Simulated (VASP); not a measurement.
# NbRu3C in VASP: further runs

NbRu3C is run at these levels: PBE; tasks: single point, relaxation of cell and atoms.

Everything below comes from runs of VASP 6.6.1. Logs are shortened: lines on timing, memory, paths and dates and some standing lists are left out, and cuts for length are marked.

## 1. The cell of the first run

The typed cell holds 5 atoms: a = 4.049 Å, b = 4.049 Å, c = 4.049 Å, α = 90.00°, β = 90.00°, γ = 90.00°.

## 2. Single point, PBE

File INCAR:

```
PREC = Accurate ; ENCUT = 520
EDIFF = 1E-7 ; ISMEAR = 0
SIGMA = 0.1 ; LREAL = False
LASPH = True ; NELM = 80
ALGO = Normal ; ISIF = 2
LWAVE = False ; LCHARG = False
GGA = PE ; NBANDS = 38
```

File KPOINTS:

```
regular mesh
0
Gamma
  6 6 6
```

File POSCAR:

```
NbRu3C
1.0
    2.8629962585      1.6529516595      2.3378284060
   -2.8629962585      1.6529516595      2.3378284060
    0.0000000000     -3.3059033221      2.3378284038
Nb Ru C
1 3 1
Direct
    0.5000000000      0.5000000000      0.5000000000
    0.0000000000      0.0000000000      0.5000000000
    0.5000000000      0.0000000000      0.0000000000
    0.0000000000      0.5000000000      0.0000000000
    0.0000000000      0.0000000000      0.0000000000
```

Potentials or basis: VASP PAW PBE potentials, release 64 (Nb_sv, Ru_pv, C).

Run with:

```bash
> cat potpaw_PBE.64/Nb_sv/POTCAR potpaw_PBE.64/Ru_pv/POTCAR potpaw_PBE.64/C/POTCAR > POTCAR
> mpirun -np 1 vasp_std > vasp.out
```

OUTCAR:

```text
PREC = Accurate
   ENCUT = 520
   EDIFF = 1E-7
   ISMEAR = 0
   LREAL = False
   LASPH = True
   NELM = 80
   ISIF = 2
   GGA = PE

 ion  position               nearest neighbor table
   1  0.500  0.500  0.500-   3 2.86   4 2.86   3 2.86   4 2.86   2 2.86   2 2.86   3 2.86   3 2.86
                             4 2.86   4 2.86   2 2.86   2 2.86
   2  0.000  0.000  0.500-   5 2.02   5 2.02   4 2.86   3 2.86   4 2.86   3 2.86   1 2.86   1 2.86
                             4 2.86   3 2.86   4 2.86   3 2.86   1 2.86   1 2.86
   3  0.500  0.000  0.000-   5 2.02   5 2.02   2 2.86   1 2.86   2 2.86   1 2.86   4 2.86   4 2.86
                             2 2.86   1 2.86   1 2.86   2 2.86   4 2.86   4 2.86
   4  0.000  0.500  0.000-   5 2.02   5 2.02   2 2.86   2 2.86   1 2.86   1 2.86   3 2.86   3 2.86
                             2 2.86   1 2.86   2 2.86   1 2.86   3 2.86   3 2.86
   5  0.000  0.000  0.000-   2 2.02   2 2.02   4 2.02   3 2.02   4 2.02   3 2.02

  LATTYP: Found a trigonal (rhomboedric) cell.
 ALAT       =     4.0490046210
 COS(alpha) =     0.0000575359

  Lattice vectors:

 A1 = (   2.8629962585,   1.6529516595,   2.3378284060)
 A2 = (  -2.8629962585,   1.6529516595,   2.3378284060)
 A3 = (   0.0000000000,  -3.3059033221,   2.3378284038)

Analysis of symmetry for initial positions (statically):
=====================================================================
 Subroutine PRICEL returns:
 Original cell was already a primitive cell.

 Routine SETGRP: Setting up the symmetry group for a
 trigonal (rhombohedral) supercell.

 Subroutine GETGRP returns: Found 12 space group operations
 (whereof 12 operations were pure point group operations)
 out of a pool of 12 trial point group operations.

The static configuration has the point symmetry D_3d.

Analysis of symmetry for dynamics (positions and initial velocities):
=====================================================================
 Subroutine PRICEL returns:
 Original cell was already a primitive cell.

 Routine SETGRP: Setting up the symmetry group for a
 trigonal (rhombohedral) supercell.

 Subroutine GETGRP returns: Found 12 space group operations
 (whereof 12 operations were pure point group operations)
 out of a pool of 12 trial point group operations.

The dynamic configuration has the point symmetry D_3d.

 Subroutine INISYM returns: Found 12 space group operations
 (whereof 12 operations are pure point group operations),
 and found     1 'primitive' translations

----------------------------------------------------------------------------------------

                                     Primitive cell

  volume of cell :      66.3812

  direct lattice vectors                    reciprocal lattice vectors
     2.862996258  1.652951660  2.337828406     0.174642212  0.100829728  0.142582464
    -2.862996258  1.652951660  2.337828406    -0.174642212  0.100829728  0.142582464
     0.000000000 -3.305903322  2.337828404     0.000000000 -0.201659456  0.142582463

  length of vectors
     4.049004621  4.049004621  4.049004621     0.246974281  0.246974281  0.246974281

  position of ions in fractional coordinates (direct lattice)
     0.500000000  0.500000000  0.500000000
     0.000000000  0.000000000  0.500000000
     0.500000000  0.000000000  1.000000000
     0.000000000  0.500000000  1.000000000
     0.000000000  0.000000000  0.000000000

  ion indices of the primitive-cell ions
   primitive index   ion index
                 1           1
                 2           2
                 3           3
                 4           4
                 5           5

----------------------------------------------------------------------------------------

 KPOINTS: regular mesh

Automatic generation of k-mesh.
 Grid dimensions read from file:
 generate k-points for:    6    6    6

 Generating k-lattice:

  Cartesian coordinates                     Fractional coordinates (reciprocal lattice)
     0.029107035  0.016804955  0.023763744     0.166666667  0.000000000  0.000000000
    -0.029107035  0.016804955  0.023763744     0.000000000  0.166666667  0.000000000
     0.000000000 -0.033609909  0.023763744    -0.000000000 -0.000000000  0.166666667

  Length of vectors
     0.041162380  0.041162380  0.041162380

  Shift w.r.t. Gamma in fractional coordinates (k-lattice)
     0.000000000  0.000000000  0.000000000

 Subroutine IBZKPT returns following result:
 ===========================================

 Found     32 irreducible k-points:

 Following reciprocal coordinates:
            Coordinates               Weight
  0.000000  0.000000  0.000000      1.000000
  0.166667  0.000000  0.000000      6.000000
  0.333333 -0.000000  0.000000      6.000000
  0.500000  0.000000  0.000000      3.000000
  0.166667  0.166667  0.000000      6.000000
  0.333333  0.166667  0.000000     12.000000
[... 16 lines left out ...]
  0.500000  0.500000  0.166667      6.000000
 -0.333333  0.500000  0.166667     12.000000
 [... further k-points ...]
   k-points           NKPTS =     32   k-points in BZ     NKDIM =     32   number of bands    NBANDS=     38
   number of dos      NEDOS =    301   number of ions     NIONS =      5
   total plane-waves  NPLWV =  27000
   dimension x,y,z NGX =    30 NGY =   30 NGZ =   30
   dimension x,y,z NGXF=    60 NGYF=   60 NGZF=   60
   ions per type =               1   3   1
   NGX,Y,Z   is equivalent  to a cutoff of  12.32, 12.32, 12.32 a.u.
   NGXF,Y,Z  is equivalent  to a cutoff of  24.64, 24.64, 24.64 a.u.
 SYSTEM =  unknown system
   PREC   = accura    normal or accurate (medium, high low for compatibility)
   ISTART =      0    job   : 0-new  1-cont  2-samecut
   ICHARG =      2    charge: 1-file 2-atom 10-const
   ISPIN  =      1    spin polarized calculation?
   LNONCOLLINEAR =      F non collinear calculations
   LSORBIT =      F    spin-orbit coupling
   LASPH  =      T    aspherical Exc in radial PAW
   ENCUT  =  520.0 eV  38.22 Ry    6.18 a.u.   7.53  7.53  7.53*2*pi/ulx,y,z
   NELM   =     80;   NELMIN=  2; NELMDL= -5     # of ELM steps
   EDIFF  = 0.1E-06   stopping-criterion for ELM
   LREAL  =      F    real-space projection
   EDIFFG = 0.1E-05   stopping-criterion for IOM
   NSW    =      0    number of steps for IOM
   IBRION =     -1    ionic relax: 0-MD 1-quasi-New 2-CG
   NFREE  =      0    steps in history (QN), initial steepest desc. (CG)
   ISIF   =      2    stress and relaxation
   ISYM   =      2    0-nonsym 1-usesym 2-fastsym
   POTIM  = 0.5000    time-step for ionic-motion
   TEBEG  =    0.0;   TEEND  =   0.0 temperature during run
   PSTRESS=    0.0 pullay stress
   NELECT =      59.0000    total number of electrons
   NUPDOWN=      -1.0000    fix difference up-down
   EMIN   =  10.00;   EMAX   =-10.00  energy-range for DOS
   EFERMI =   0.00;   METHOD = LEGACY
   ISMEAR =     0;   SIGMA  =   0.10  broadening in eV -4-tet -1-fermi 0-gaus
   EFERMI_NEDOS =   21; number of points for ismear=-14 and -15
   IALGO  =     38    algorithm
   IMIX   =      4    mixing-type and parameters
     AMIX     =   0.40;   BMIX     =  1.00
     AMIX_MAG =   1.60;   BMIX_MAG =  1.00
  volume/ion in A,a.u.               =      13.28        89.59
  Fermi-wavevector in a.u.,A,eV,Ry     =   1.574021  2.974469 33.709013  2.477543
  Thomas-Fermi vector in A             =   2.675218
   LORBIT       =      0    0 simple, 1 ext, 2 COOP (PROOUT), +10 PAW based schemes
   GGA     = PE    functional components
   LHFCALC =     F    Hartree Fock is set to
   AEXX    =    0.0000 exact exchange contribution
   IVDW    =     0    specifies the selected vdW correction
   LEPSILON=     F    determine dielectric tensor
   LRPA    =     F    only Hartree local field effects (RPA)
 non-spin polarized calculation
 Gauss-broadening in eV      SIGMA  =   0.10
  energy-cutoff  :      520.00
  volume of cell :       66.38
 maximum number of plane-waves:      1804
   NGX = 15   NGY = 15   NGZ = 15

 number of electron      59.0000037 magnetization

 Free energy of the ion-electron system (eV)
  ---------------------------------------------------
  ext. energy  EPLUGINS =         0.00000000
  ---------------------------------------------------
  free energy    TOTEN  =       -47.34643867 eV

  energy without entropy =      -47.31934135  energy(sigma->0) =      -47.33289001

 E-fermi :  12.3374     XC(G=0): -13.4039

 val. band max:       12.3186742891   @ k =   0.3333   0.3333   0.1667
 cond. band min:      12.3392990398   @ k =   0.3333   0.1667   0.0000
 fundamental gap:      0.0206247507
 Fermi energy:        12.3374118849

 k-point     1 :       0.0000    0.0000    0.0000
  band No.  band energies     occupation
      1     -43.7371      2.00000
      2     -31.4128      2.00000
      3     -31.4126      2.00000
      4     -31.4126      2.00000
      5     -30.7481      2.00000
      6     -30.7481      2.00000
[... 30 lines left out ...]
     37      15.2713      0.00000
     38      17.5371      0.00000

 k-point     2 :       0.1667    0.0000    0.0000
  band No.  band energies     occupation
      1     -43.7371      2.00000
      2     -31.4047      2.00000
      3     -31.4046      2.00000
      4     -31.3986      2.00000
      5     -30.7636      2.00000
      6     -30.7564      2.00000
[... 30 lines left out ...]
     37      15.2564      0.00000
     38      17.1281      0.00000

 k-point     3 :       0.3333   -0.0000    0.0000
  band No.  band energies     occupation
      1     -43.7373      2.00000
      2     -31.3881      2.00000
      3     -31.3880      2.00000
      4     -31.3683      2.00000
      5     -30.7972      2.00000
      6     -30.7740      2.00000
[... 30 lines left out ...]
     37      15.2312      0.00000
     38      17.4093      0.00000

 k-point     4 :       0.5000    0.0000    0.0000
  band No.  band energies     occupation
      1     -43.7373      2.00000
      2     -31.3794      2.00000
      3     -31.3793      2.00000
      4     -31.3518      2.00000
      5     -30.8155      2.00000
      6     -30.7831      2.00000
[... 30 lines left out ...]
     37      15.2204      0.00000
     38      17.8238      0.00000
[... 703 lines left out ...]
      4     -31.2701      2.00000
      5     -30.8564      2.00000
      6     -30.8419      2.00000
[... 30 lines left out ...]
     37      14.9158      0.00000
     38      17.8581      0.00000

 k-point    23 :       0.5000    0.5000    0.1667
  band No.  band energies     occupation
      1     -43.7360      2.00000
      2     -31.6200      2.00000
      3     -31.2745      2.00000
      4     -31.1480      2.00000
      5     -30.9491      2.00000
      6     -30.8707      2.00000
[... 30 lines left out ...]
     37      16.1151      0.00000
     38      16.1711      0.00000

 k-point    24 :      -0.3333    0.5000    0.1667
  band No.  band energies     occupation
      1     -43.7363      2.00000
      2     -31.5945      2.00000
      3     -31.2835      2.00000
      4     -31.1792      2.00000
      5     -30.9277      2.00000
      6     -30.8693      2.00000
[... 30 lines left out ...]
     37      15.7676      0.00000
     38      16.8047      0.00000

 [... further k-points ...]

------------------------ aborting loop because EDIFF is reached ----------------------------------------

  FORCE on cell =-STRESS in cart. coord.  units (eV):
  Direction    XX          YY          ZZ          XY          YZ          ZX
  --------------------------------------------------------------------------------------
  -------------------------------------------------------------------------------------
  Total       -0.0298333     -0.0298333     -0.0394090     -0.0000000      0.0000000      0.0000000
  in kB       -0.7200562     -0.7200562     -0.9511768     -0.0000000      0.0000000      0.0000000
  external PRESSURE =      -0.7970964 kB  Pullay stress =       0.0000000 kB

 VOLUME and BASIS-vectors are now :
 -----------------------------------------------------------------------------
  energy-cutoff  :      520.00
  volume of cell :       66.38
      direct lattice vectors                 reciprocal lattice vectors
     2.862996258  1.652951660  2.337828406     0.174642212  0.100829728  0.142582464
    -2.862996258  1.652951660  2.337828406    -0.174642212  0.100829728  0.142582464
     0.000000000 -3.305903322  2.337828404     0.000000000 -0.201659456  0.142582463

 POSITION                                       TOTAL-FORCE (eV/Angst)
 -----------------------------------------------------------------------------------
      0.00000     -0.00000      3.50674        -0.000000      0.000000     -0.000000
      0.00000     -1.65295      1.16891        -0.000000     -0.000000      0.000000
      1.43150      0.82648      1.16891        -0.000000     -0.000000     -0.000000
     -1.43150      0.82648      1.16891         0.000000     -0.000000      0.000000
      0.00000      0.00000      0.00000        -0.000000     -0.000000      0.000000
 -----------------------------------------------------------------------------------
    total drift:                                0.000000     -0.000000      0.000000

  FREE ENERGIE OF THE ION-ELECTRON SYSTEM (eV)
  ---------------------------------------------------
  free  energy   TOTEN  =       -47.3464386677 eV

  energy  without entropy=      -47.3193413498  energy(sigma->0) =      -47.33289001
```

Wall time 1.8 min (1 thread of Intel Xeon Platinum 8375C at 2.90GHz (Ice Lake), shared host); peak memory 0.21 GiB.

What came out:

```yaml
Free_energy: -47.3464 eV
Pressure: -0.1 GPa
```

Levels at points of the mesh, in eV from the Fermi level:
```
           k point  band 25  band 26  band 27  band 28  band 29  band 30  band 31  band 32  band 33  band 34
(0.00, 0.00, 0.00)    -2.61    -2.61    -1.41    -1.41     0.61     0.65     0.65     0.65     1.84     1.84
(0.50, 0.00, 0.00)    -2.00    -1.52    -1.44    -1.44    -0.78    -0.32    -0.32     0.53     0.66     0.90
(0.50, 0.50, 0.00)    -2.87    -2.87    -2.43    -1.66    -1.29    -0.96     0.35     0.35     0.43     1.68
(0.50, 0.50, 0.50)    -2.11    -2.11     0.19     0.19     0.19     0.41     0.41     0.41     1.17     1.17
```

(Part 1 of 2 ends here.)
